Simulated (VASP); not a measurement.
# Ta3Se2 (R-3c) in VASP: relaxation of cell and atoms with PBE

Aim: the relaxation of cell and atoms of Ta3Se2 with PBE.

Program: VASP 6.6.1. These are calculated values, not measurements. Logs are shortened: lines on timing, memory, paths and dates and some standing lists are left out, and cuts for length are marked.

## (1) The cell of the first run

Symmetry: R-3c, No. 167, trigonal system. The conventional cell has a = 6.704 Å, b = 6.704 Å, c = 14.627 Å, α = 90.00°, β = 90.00°, γ = 120.00°. Ta (site symmetry 2) has 4 Se at 2.59 to 2.72 Å and 4 Ta at 2.85 to 3.11 Å within 3.4 Å. Within 3.4 Å of Se (site symmetry 3) lie 6 Ta at 2.59 to 2.72 Å and 1 Se at 2.99 Å.

## (2) Relaxation of cell and atoms, PBE

File INCAR:

```
PREC = Accurate
ENCUT = 600
EDIFF = 1E-7
ISMEAR = 0
SIGMA = 0.1
LREAL = False
LASPH = True
NELM = 100
ALGO = Normal
ISIF = 3
LWAVE = False
LCHARG = False
GGA = PE
IBRION = 2
NSW = 100
EDIFFG = -0.01
```

File KPOINTS:

```
Automatic mesh
0
Gamma
  6 6 6
```

File POSCAR:

```
Ta3Se2
1.0
    3.3518096495      1.9351682034      4.8756477769
   -3.3518096495      1.9351682034      4.8756477769
    0.0000000000     -3.8703364068      4.8756477769
Ta Se
6 4
Direct
    0.9955387854      0.5044612146      0.7500000000
    0.7500000000      0.9955387854      0.5044612146
    0.5044612146      0.7500000000      0.9955387854
    0.0044612146      0.4955387854      0.2500000000
    0.2500000000      0.0044612146      0.4955387854
    0.4955387854      0.2500000000      0.0044612146
    0.8976924581      0.8976924581      0.8976924581
    0.6023075419      0.6023075419      0.6023075419
    0.1023075419      0.1023075419      0.1023075419
    0.3976924581      0.3976924581      0.3976924581
```

Potentials or basis: VASP PAW PBE potentials, release 64 (Ta_pv, Se).

Launch:

```bash
$ cat potpaw_PBE.64/Ta_pv/POTCAR potpaw_PBE.64/Se/POTCAR > POTCAR
$ mpirun -np 1 vasp_std > vasp.out
```

OUTCAR:

```text
PREC = Accurate
   ENCUT = 600
   EDIFF = 1E-7
   ISMEAR = 0
   LREAL = False
   LASPH = True
   NELM = 100
   ISIF = 3
   GGA = PE
   IBRION = 2
   NSW = 100
   EDIFFG = -0.01

 ion  position               nearest neighbor table
   1  0.996  0.504  0.750-   9 2.59  10 2.59   7 2.72   8 2.72   2 2.85   3 2.85   4 3.11   4 3.11
                             5 3.55   6 3.55   5 3.55   6 3.55
   2  0.750  0.996  0.504-   9 2.59  10 2.59   7 2.72   8 2.72   3 2.85   1 2.85   5 3.11   5 3.11
                             4 3.55   6 3.55   6 3.55   4 3.55
   3  0.504  0.750  0.996-  10 2.59   9 2.59   7 2.72   8 2.72   2 2.85   1 2.85   6 3.11   6 3.11
                             4 3.55   5 3.55   5 3.55   4 3.55
   4  0.004  0.496  0.250-   7 2.59   8 2.59   9 2.72  10 2.72   5 2.85   6 2.85   1 3.11   1 3.11
                             3 3.55   2 3.55   2 3.55   3 3.55
   5  0.250  0.004  0.496-   7 2.59   8 2.59   9 2.72  10 2.72   6 2.85   4 2.85   2 3.11   2 3.11
                             1 3.55   3 3.55   3 3.55   1 3.55
   6  0.496  0.250  0.004-   8 2.59   7 2.59   9 2.72  10 2.72   5 2.85   4 2.85   3 3.11   3 3.11
                             1 3.55   2 3.55   2 3.55   1 3.55
   7  0.898  0.898  0.898-   5 2.59   4 2.59   6 2.59   3 2.72   2 2.72   1 2.72
   8  0.602  0.602  0.602-   6 2.59   4 2.59   5 2.59   3 2.72   2 2.72   1 2.72
   9  0.102  0.102  0.102-   2 2.59   1 2.59   3 2.59   5 2.72   6 2.72   4 2.72
  10  0.398  0.398  0.398-   3 2.59   1 2.59   2 2.59   5 2.72   6 2.72   4 2.72

  LATTYP: Found a trigonal (rhomboedric) cell.
 ALAT       =     6.2250658749
 COS(alpha) =     0.4201698603

  Lattice vectors:

 A1 = (   3.3518096495,   1.9351682034,   4.8756477769)
 A2 = (  -3.3518096495,   1.9351682034,   4.8756477769)
 A3 = (   0.0000000000,  -3.8703364068,   4.8756477769)

Analysis of symmetry for initial positions (statically):
=====================================================================
 Subroutine PRICEL returns:
 Original cell was already a primitive cell.

 Routine SETGRP: Setting up the symmetry group for a
 trigonal (rhombohedral) supercell.

 Subroutine GETGRP returns: Found 12 space group operations
 (whereof  6 operations were pure point group operations)
 out of a pool of 12 trial point group operations.

The static configuration has the point symmetry S_6 .
 The point group associated with its full space group is D_3d.

Analysis of symmetry for dynamics (positions and initial velocities):
=====================================================================
 Subroutine PRICEL returns:
 Original cell was already a primitive cell.

 Routine SETGRP: Setting up the symmetry group for a
 trigonal (rhombohedral) supercell.

 Subroutine GETGRP returns: Found 12 space group operations
 (whereof  6 operations were pure point group operations)
[... 134 lines left out ...]
   ISMEAR =     0;   SIGMA  =   0.10  broadening in eV -4-tet -1-fermi 0-gaus
   EFERMI_NEDOS =   21; number of points for ismear=-14 and -15
   IALGO  =     38    algorithm
   IMIX   =      4    mixing-type and parameters
     AMIX     =   0.40;   BMIX     =  1.00
     AMIX_MAG =   1.60;   BMIX_MAG =  1.00
  volume/ion in A,a.u.               =      18.97       128.05
  Fermi-wavevector in a.u.,A,eV,Ry     =   1.276718  2.412648 22.177631  1.630010
  Thomas-Fermi vector in A             =   2.409359
   LORBIT       =      0    0 simple, 1 ext, 2 COOP (PROOUT), +10 PAW based schemes
   GGA     = PE    functional components
   LHFCALC =     F    Hartree Fock is set to
   AEXX    =    0.0000 exact exchange contribution
   IVDW    =     0    specifies the selected vdW correction
   LEPSILON=     F    determine dielectric tensor
   LRPA    =     F    only Hartree local field effects (RPA)
 conjugate gradient relaxation of ions
 non-spin polarized calculation
 Gauss-broadening in eV      SIGMA  =   0.10
  energy-cutoff  :      600.00
  volume of cell :      189.75
 maximum number of plane-waves:      6373
 NGX is ok and might be reduce to    50
   NGX = 25   NGY = 25   NGZ = 25

--------------------------------------- Ionic step        1  -------------------------------------------

 number of electron      90.0000005 magnetization

 Free energy of the ion-electron system (eV)
  ---------------------------------------------------
  ext. energy  EPLUGINS =         0.00000000
  ---------------------------------------------------
  free energy    TOTEN  =       -83.62817113 eV

  energy without entropy =      -83.58323240  energy(sigma->0) =      -83.60570176

------------------------ aborting loop because EDIFF is reached ----------------------------------------

  FORCE on cell =-STRESS in cart. coord.  units (eV):
  Direction    XX          YY          ZZ          XY          YZ          ZX
  --------------------------------------------------------------------------------------
  -------------------------------------------------------------------------------------
  Total        1.3297936      1.3297936      0.2838929      0.0000000      0.0000000     -0.0000000
  in kB       11.2282790     11.2282790      2.3970850      0.0000000      0.0000000     -0.0000000
  external PRESSURE =       8.2845477 kB  Pullay stress =       0.0000000 kB
[... 207 lines left out ...]
--------------------------------------- Ionic step        6  -------------------------------------------

 number of electron      90.0000006 magnetization

 Free energy of the ion-electron system (eV)
  ---------------------------------------------------
  ext. energy  EPLUGINS =         0.00000000
  ---------------------------------------------------
  free energy    TOTEN  =       -83.63178922 eV

  energy without entropy =      -83.58633852  energy(sigma->0) =      -83.60906387

 E-fermi :   6.5454     XC(G=0): -11.6424

 val. band max:        6.5416891946   @ k =  -0.3333  -0.3333   0.1667
 cond. band min:       6.5621022953   @ k =   0.5000   0.3333   0.0000
 fundamental gap:      0.0204131008
 Fermi energy:         6.5454261691

 k-point     1 :       0.0000    0.0000    0.0000
  band No.  band energies     occupation
      1     -28.7617      2.00000
      2     -28.6762      2.00000
      3     -28.5655      2.00000
      4     -28.5426      2.00000
      5     -28.5426      2.00000
      6     -28.4657      2.00000
[... 1357 lines left out ...]
     53       8.4135      0.00000
     54       8.6228      0.00000

 [... further k-points ...]

------------------------ aborting loop because EDIFF is reached ----------------------------------------

  FORCE on cell =-STRESS in cart. coord.  units (eV):
  Direction    XX          YY          ZZ          XY          YZ          ZX
  --------------------------------------------------------------------------------------
  -------------------------------------------------------------------------------------
  Total       -0.0131821     -0.0131821     -0.0058537     -0.0000000      0.0000000     -0.0000000
  in kB       -0.1108032     -0.1108032     -0.0492039     -0.0000000      0.0000000     -0.0000000
  external PRESSURE =      -0.0902701 kB  Pullay stress =       0.0000000 kB
[... 25 lines left out ...]
  FREE ENERGIE OF THE ION-ELECTRON SYSTEM (eV)
  ---------------------------------------------------
  free  energy   TOTEN  =       -83.6317892178 eV

  energy  without entropy=      -83.5863385196  energy(sigma->0) =      -83.60906387

 reached required accuracy - stopping structural energy minimisation
```

Wall time 17 min (1 thread of Intel Xeon 6975P-C (Granite Rapids), shared host); peak memory 0.58 GiB.

What came out:

```yaml
Free_energy: -83.6318 eV
Relaxed_volume: 19.06 Å³/atom
Relaxed_cell: a = 6.228 Å, b = 6.228 Å, c = 6.228 Å, α = 65.32°, β = 65.32°, γ = 65.32°
Space_group_after_relaxing_to_0.05_Å: R-3c (No. 167)
Energy_gained_by_relaxing: 0.4 meV/atom
Ionic_steps: 6
Pressure_after_relaxing: 0.0 GPa
Largest_force_after_relaxing: 0.004 eV/Å
Band_gap_on_the_k_mesh: zero (band 45 reaches 6.69 eV, above the bottom of band 46 at 5.63 eV)
```

Forces on the atoms (eV/Å):
```
Ta   0.002  0.000  0.000
Ta  -0.001  0.002  0.000
Ta  -0.001 -0.002  0.000
Ta  -0.002  0.000  0.000
Ta   0.001 -0.002  0.000
Ta   0.001  0.002  0.000
Se   0.000  0.000  0.004
Se   0.000  0.000 -0.004
Se   0.000  0.000 -0.004
Se   0.000  0.000  0.004
```

The path:
```
step  energy change (eV)  largest force (eV/Å)  pressure (GPa)  volume (Å³)
   1              0.0000                0.0330            0.83       189.75
   2              0.0058                0.0693           -1.51       192.46
   3             -0.0033                0.0096           -0.07       190.76
   4             -0.0036                0.0121           -0.01       190.63
   5             -0.0036                0.0124            0.00       190.62
   6             -0.0036                0.0044           -0.01       190.61
```

Final structure:
```
CELL_PARAMETERS angstrom
3.36109 1.94053 4.87070
-3.36109 1.94053 4.87070
0.00000 -3.88106 4.87070
ATOMIC_POSITIONS crystal
Ta 0.99559 0.50441 0.75000
Ta 0.75000 0.99559 0.50441
Ta 0.50441 0.75000 0.99559
Ta 0.00441 0.49559 0.25000
Ta 0.25000 0.00441 0.49559
Ta 0.49559 0.25000 0.00441
Se 0.89780 0.89780 0.89780
Se 0.60220 0.60220 0.60220
Se 0.10220 0.10220 0.10220
Se 0.39780 0.39780 0.39780
```

Levels at points of the mesh, in eV from the Fermi level:
```
           k point  band 41  band 42  band 43  band 44  band 45  band 46  band 47  band 48  band 49  band 50
(0.00, 0.00, 0.00)    -1.27    -1.27    -1.19    -1.19    -1.13    -0.53    -0.01     1.07     1.14     1.14
(0.50, 0.00, 0.00)    -0.86    -0.86    -0.29    -0.29    -0.14    -0.14     0.57     0.57     1.07     1.07
(0.50, 0.50, 0.00)    -1.16    -1.13    -0.67    -0.27     0.03     0.12     0.26     0.42     0.63     1.12
(0.50, 0.50, 0.50)    -1.35    -1.35    -1.35    -1.35    -0.91    -0.91     1.10     1.10     1.10     1.10
```

Caveat: spin-orbit coupling is left out, which moves the levels of the heavy elements.
